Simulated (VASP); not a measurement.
# Cs2TlBiI6 (Fm-3m) in VASP: single point with LDA

Aim: the single point of Cs2TlBiI6 with LDA.

Everything below comes from runs of VASP 6.6.1. Logs are shortened: lines on timing, memory, paths and dates and some standing lists are left out, and cuts for length are marked.

## 1. The cell of the first run

It takes space group Fm-3m (No. 225, cubic). Conventional cell: a = 12.852 Å, b = 12.852 Å, c = 12.852 Å, α = 90.00°, β = 90.00°, γ = 90.00°. Within 4.4 Å of Tl (site symmetry m-3m) lie 6 I at 3.33 Å. Within 4.1 Å of Bi (site symmetry m-3m) lie 6 I at 3.09 Å. Within 4.1 Å of I (site symmetry 4mm) lie 1 Bi at 3.09 Å and 1 Tl at 3.33 Å.

## 2. Single point, LDA

INCAR reads:

```
SYSTEM = Cs2TlBiI6
PREC     = Accurate       ! precision mode
ENCUT    = 520            ! plane-wave cutoff, eV
EDIFF    = 1E-6           ! SCF threshold, eV
ISMEAR   = 0              ! smearing method
SIGMA    = 0.01           ! smearing width, eV
LREAL    = .False.        ! projectors in reciprocal space
LASPH    = .True.         ! aspherical terms in the spheres
NELM     = 60             ! most SCF steps
ALGO     = Normal         ! electronic algorithm
ISIF     = 2              ! what is computed and relaxed
LWAVE    = .False.        ! write WAVECAR
LCHARG   = .False.        ! write CHGCAR
NBANDS   = 55             ! bands
```

KPOINTS reads:

```
Automatic mesh
0
Gamma
  3 3 3
  0 0 0
```

POSCAR reads:

```
Cs2TlBiI6
1.0
    0.0000000000      6.4259000000      6.4259000000
    6.4259000000      0.0000000000      6.4259000000
    6.4259000000      6.4259000000      0.0000000000
Cs Tl Bi I
2 1 1 6
Direct
    0.7500000000      0.7500000000      0.7500000000
    0.2500000000      0.2500000000      0.2500000000
    0.5000000000      0.5000000000      0.5000000000
    0.0000000000      0.0000000000      0.0000000000
    0.7594320000      0.2405680000      0.2405680000
    0.2405680000      0.2405680000      0.7594320000
    0.2405680000      0.7594320000      0.7594320000
    0.2405680000      0.7594320000      0.2405680000
    0.7594320000      0.2405680000      0.7594320000
    0.7594320000      0.7594320000      0.2405680000
```

Potentials or basis: VASP PAW LDA potentials, release 64 (Cs_sv, Tl_d, Bi_d, I).

The run is started by

```bash
$ cat potpaw_LDA.64/Cs_sv/POTCAR potpaw_LDA.64/Tl_d/POTCAR potpaw_LDA.64/Bi_d/POTCAR potpaw_LDA.64/I/POTCAR > POTCAR
$ mpirun -np 1 vasp_std > vasp.out
```

OUTCAR:

```text
SYSTEM = Cs2TlBiI6
   PREC = Accurate
   ENCUT = 520
   EDIFF = 1E-6
   ISMEAR = 0
   LREAL = .False.
   LASPH = .True.
   NELM = 60
   ISIF = 2

 ion  position               nearest neighbor table
   1  0.750  0.750  0.750-
   2  0.250  0.250  0.250-
   3  0.500  0.500  0.500-   5 3.33   6 3.33   7 3.33   8 3.33   9 3.33  10 3.33
   4  0.000  0.000  0.000-   5 3.09   6 3.09   7 3.09   8 3.09   9 3.09  10 3.09
   5  0.759  0.241  0.241-   4 3.09   3 3.33
   6  0.241  0.241  0.759-   4 3.09   3 3.33
   7  0.241  0.759  0.759-   4 3.09   3 3.33
   8  0.241  0.759  0.241-   4 3.09   3 3.33
   9  0.759  0.241  0.759-   4 3.09   3 3.33
  10  0.759  0.759  0.241-   4 3.09   3 3.33

  LATTYP: Found a face centered cubic cell.
 ALAT       =    12.8518000000

  Lattice vectors:

 A1 = (   0.0000000000,   6.4259000000,   6.4259000000)
 A2 = (   6.4259000000,   0.0000000000,   6.4259000000)
 A3 = (   6.4259000000,   6.4259000000,   0.0000000000)

Analysis of symmetry for initial positions (statically):
=====================================================================
 Subroutine PRICEL returns:
 Original cell was already a primitive cell.

 Routine SETGRP: Setting up the symmetry group for a
 face centered cubic supercell.

 Subroutine GETGRP returns: Found 48 space group operations
 (whereof 48 operations were pure point group operations)
 out of a pool of 48 trial point group operations.

The static configuration has the point symmetry O_h .

Analysis of symmetry for dynamics (positions and initial velocities):
=====================================================================
 Subroutine PRICEL returns:
 Original cell was already a primitive cell.

 Routine SETGRP: Setting up the symmetry group for a
 face centered cubic supercell.

 Subroutine GETGRP returns: Found 48 space group operations
 (whereof 48 operations were pure point group operations)
 out of a pool of 48 trial point group operations.

The dynamic configuration has the point symmetry O_h .

 Subroutine INISYM returns: Found 48 space group operations
 (whereof 48 operations are pure point group operations),
 and found     1 'primitive' translations

----------------------------------------------------------------------------------------

                                     Primitive cell

  volume of cell :     530.6790

  direct lattice vectors                    reciprocal lattice vectors
     0.000000000  6.425900000  6.425900000    -0.077810112  0.077810112  0.077810112
     6.425900000  0.000000000  6.425900000     0.077810112 -0.077810112  0.077810112
     6.425900000  6.425900000  0.000000000     0.077810112  0.077810112 -0.077810112

  length of vectors
     9.087594930  9.087594930  9.087594930     0.134771068  0.134771068  0.134771068

  position of ions in fractional coordinates (direct lattice)
     0.750000000  0.750000000  0.750000000
     0.250000000  0.250000000  0.250000000
     0.500000000  0.500000000  0.500000000
     0.000000000  0.000000000  0.000000000
     0.759432000  0.240568000  0.240568000
     0.240568000  0.240568000  0.759432000
     0.240568000  0.759432000  0.759432000
     0.240568000  0.759432000  0.240568000
     0.759432000  0.240568000  0.759432000
     0.759432000  0.759432000  0.240568000

  ion indices of the primitive-cell ions
   primitive index   ion index
                 1           1
                 2           2
                 3           3
                 4           4
                 5           5
                 6           6
                 7           7
                 8           8
                 9           9
                10          10

----------------------------------------------------------------------------------------

 KPOINTS: Automatic mesh

Automatic generation of k-mesh.
 Grid dimensions read from file:
 generate k-points for:    3    3    3

 Generating k-lattice:

  Cartesian coordinates                     Fractional coordinates (reciprocal lattice)
    -0.025936704  0.025936704  0.025936704     0.333333333  0.000000000  0.000000000
     0.025936704 -0.025936704  0.025936704     0.000000000  0.333333333  0.000000000
     0.025936704  0.025936704 -0.025936704     0.000000000  0.000000000  0.333333333

  Length of vectors
     0.044923689  0.044923689  0.044923689

  Shift w.r.t. Gamma in fractional coordinates (k-lattice)
     0.000000000  0.000000000  0.000000000

 Subroutine IBZKPT returns following result:
 ===========================================

 Found      4 irreducible k-points:

 Following reciprocal coordinates:
            Coordinates               Weight
  0.000000  0.000000  0.000000      1.000000
  0.333333  0.000000  0.000000      8.000000
  0.333333  0.333333  0.000000      6.000000
 -0.333333  0.333333  0.000000     12.000000
   k-points           NKPTS =      4   k-points in BZ     NKDIM =      4   number of bands    NBANDS=     55
   number of dos      NEDOS =    301   number of ions     NIONS =     10
   total plane-waves  NPLWV = 343000
   dimension x,y,z NGX =    70 NGY =   70 NGZ =   70
   dimension x,y,z NGXF=   140 NGYF=  140 NGZF=  140
   ions per type =               2   1   1   6
   NGX,Y,Z   is equivalent  to a cutoff of  12.81, 12.81, 12.81 a.u.
   NGXF,Y,Z  is equivalent  to a cutoff of  25.61, 25.61, 25.61 a.u.
 SYSTEM =  Cs2TlBiI6
   PREC   = accura    normal or accurate (medium, high low for compatibility)
   ISTART =      0    job   : 0-new  1-cont  2-samecut
   ICHARG =      2    charge: 1-file 2-atom 10-const
   ISPIN  =      1    spin polarized calculation?
   LNONCOLLINEAR =      F non collinear calculations
   LSORBIT =      F    spin-orbit coupling
   LASPH  =      T    aspherical Exc in radial PAW
   ENCUT  =  520.0 eV  38.22 Ry    6.18 a.u.  16.90 16.90 16.90*2*pi/ulx,y,z
   NELM   =     60;   NELMIN=  2; NELMDL= -5     # of ELM steps
   EDIFF  = 0.1E-05   stopping-criterion for ELM
   LREAL  =      F    real-space projection
   EDIFFG = 0.1E-04   stopping-criterion for IOM
   NSW    =      0    number of steps for IOM
   IBRION =     -1    ionic relax: 0-MD 1-quasi-New 2-CG
   NFREE  =      0    steps in history (QN), initial steepest desc. (CG)
   ISIF   =      2    stress and relaxation
   ISYM   =      2    0-nonsym 1-usesym 2-fastsym
   POTIM  = 0.5000    time-step for ionic-motion
   TEBEG  =    0.0;   TEEND  =   0.0 temperature during run
   PSTRESS=    0.0 pullay stress
   NELECT =      88.0000    total number of electrons
   NUPDOWN=      -1.0000    fix difference up-down
   EMIN   =  10.00;   EMAX   =-10.00  energy-range for DOS
   EFERMI =   0.00;   METHOD = LEGACY
   ISMEAR =     0;   SIGMA  =   0.01  broadening in eV -4-tet -1-fermi 0-gaus
   EFERMI_NEDOS =   21; number of points for ismear=-14 and -15
   IALGO  =     38    algorithm
   IMIX   =      4    mixing-type and parameters
     AMIX     =   0.40;   BMIX     =  1.00
     AMIX_MAG =   1.60;   BMIX_MAG =  1.00
  volume/ion in A,a.u.               =      53.07       358.12
  Fermi-wavevector in a.u.,A,eV,Ry     =   0.899411  1.699641 11.006311  0.808941
  Thomas-Fermi vector in A             =   2.022242
   LORBIT       =      0    0 simple, 1 ext, 2 COOP (PROOUT), +10 PAW based schemes
   GGA     = CA    functional components
   LHFCALC =     F    Hartree Fock is set to
   AEXX    =    0.0000 exact exchange contribution
   IVDW    =     0    specifies the selected vdW correction
   LEPSILON=     F    determine dielectric tensor
   LRPA    =     F    only Hartree local field effects (RPA)
 non-spin polarized calculation
 Gauss-broadening in eV      SIGMA  =   0.01
  energy-cutoff  :      520.00
  volume of cell :      530.68
 maximum number of plane-waves:     14344
 NGX is ok and might be reduce to    70
   NGX = 33   NGY = 33   NGZ = 33

 number of electron      87.9999998 magnetization

 Free energy of the ion-electron system (eV)
  ---------------------------------------------------
  ext. energy  EPLUGINS =         0.00000000
  ---------------------------------------------------
  free energy    TOTEN  =       -30.07637997 eV

  energy without entropy =      -30.07637997  energy(sigma->0) =      -30.07637997

 E-fermi :   1.1352     XC(G=0):  -7.5032

 val. band max:        1.0285783995   @ k =   0.0000   0.0000   0.0000
 cond. band min:       2.3124654916   @ k =   0.0000   0.0000   0.0000
 fundamental gap:      1.2838870922
 Fermi energy:         1.1351934564

 k-point     1 :       0.0000    0.0000    0.0000
  band No.  band energies     occupation
      1     -22.0072      2.00000
      2     -22.0072      2.00000
      3     -21.9862      2.00000
      4     -21.9862      2.00000
      5     -21.9862      2.00000
      6     -20.3636      2.00000
[... 47 lines left out ...]
     54       5.4916      0.00000
     55       5.6926      0.00000

 k-point     2 :       0.3333    0.0000    0.0000
  band No.  band energies     occupation
      1     -22.0072      2.00000
      2     -22.0072      2.00000
      3     -21.9862      2.00000
      4     -21.9862      2.00000
      5     -21.9862      2.00000
      6     -20.3635      2.00000
[... 47 lines left out ...]
     54       5.5134      0.00000
     55       6.0436      0.00000

 k-point     3 :       0.3333    0.3333    0.0000
  band No.  band energies     occupation
      1     -22.0072      2.00000
      2     -22.0072      2.00000
      3     -21.9862      2.00000
      4     -21.9862      2.00000
      5     -21.9862      2.00000
      6     -20.3634      2.00000
[... 47 lines left out ...]
     54       5.9212      0.00000
     55       5.9212      0.00000

 k-point     4 :      -0.3333    0.3333    0.0000
  band No.  band energies     occupation
      1     -22.0072      2.00000
      2     -22.0072      2.00000
      3     -21.9862      2.00000
      4     -21.9862      2.00000
      5     -21.9862      2.00000
      6     -20.3633      2.00000
[... 47 lines left out ...]
     54       5.9635      0.00000
     55       6.0924      0.00000

------------------------ aborting loop because EDIFF is reached ----------------------------------------

  FORCE on cell =-STRESS in cart. coord.  units (eV):
  Direction    XX          YY          ZZ          XY          YZ          ZX
  --------------------------------------------------------------------------------------
  -------------------------------------------------------------------------------------
  Total       -5.8250047     -5.8250047     -5.8250047      0.0000000     -0.0000000     -0.0000000
  in kB      -17.5863204    -17.5863204    -17.5863204      0.0000000     -0.0000000     -0.0000000
  external PRESSURE =     -17.5863204 kB  Pullay stress =       0.0000000 kB

 VOLUME and BASIS-vectors are now :
 -----------------------------------------------------------------------------
  energy-cutoff  :      520.00
  volume of cell :      530.68
      direct lattice vectors                 reciprocal lattice vectors
     0.000000000  6.425900000  6.425900000    -0.077810112  0.077810112  0.077810112
     6.425900000  0.000000000  6.425900000     0.077810112 -0.077810112  0.077810112
     6.425900000  6.425900000  0.000000000     0.077810112  0.077810112 -0.077810112

 POSITION                                       TOTAL-FORCE (eV/Angst)
 -----------------------------------------------------------------------------------
      9.63885      9.63885      9.63885        -0.000000      0.000000     -0.000000
      3.21295      3.21295      3.21295         0.000000      0.000000     -0.000000
      6.42590      6.42590      6.42590        -0.000000      0.000000     -0.000000
      0.00000      0.00000      0.00000        -0.000000      0.000000     -0.000000
      3.09173      6.42590      6.42590        -0.074640      0.000000     -0.000000
      6.42590      6.42590      3.09173        -0.000000      0.000000     -0.074640
      9.76007      6.42590      6.42590         0.074640      0.000000     -0.000000
      6.42590      3.09173      6.42590        -0.000000     -0.074640     -0.000000
      6.42590      9.76007      6.42590        -0.000000      0.074640     -0.000000
      6.42590      6.42590      9.76007        -0.000000      0.000000      0.074640
 -----------------------------------------------------------------------------------
    total drift:                                0.000000      0.000000      0.000000

  FREE ENERGIE OF THE ION-ELECTRON SYSTEM (eV)
  ---------------------------------------------------
  free  energy   TOTEN  =       -30.0763799732 eV

  energy  without entropy=      -30.0763799732  energy(sigma->0) =      -30.07637997
```

It took 1.8 min on 1 thread of Intel Xeon Platinum 8559C (Emerald Rapids), shared host; peak memory 0.59 GiB.

Results:

```yaml
Free_energy: -30.0764 eV
Pressure: -1.8 GPa
Largest_force: 0.075 eV/Å
Band_gap_on_the_k_mesh: 1.28 eV, direct
```

Forces in eV/Å, atoms in the order of the input:
```
Cs   0.000  0.000  0.000
Cs   0.000  0.000  0.000
Tl   0.000  0.000  0.000
Bi   0.000  0.000  0.000
I   -0.075  0.000  0.000
I    0.000  0.000 -0.075
I    0.075  0.000  0.000
I    0.000 -0.075  0.000
I    0.000  0.075  0.000
I    0.000  0.000  0.075
```

Caveat: spin-orbit coupling is left out, which moves the levels of the heavy elements. A k mesh can miss the band edges.
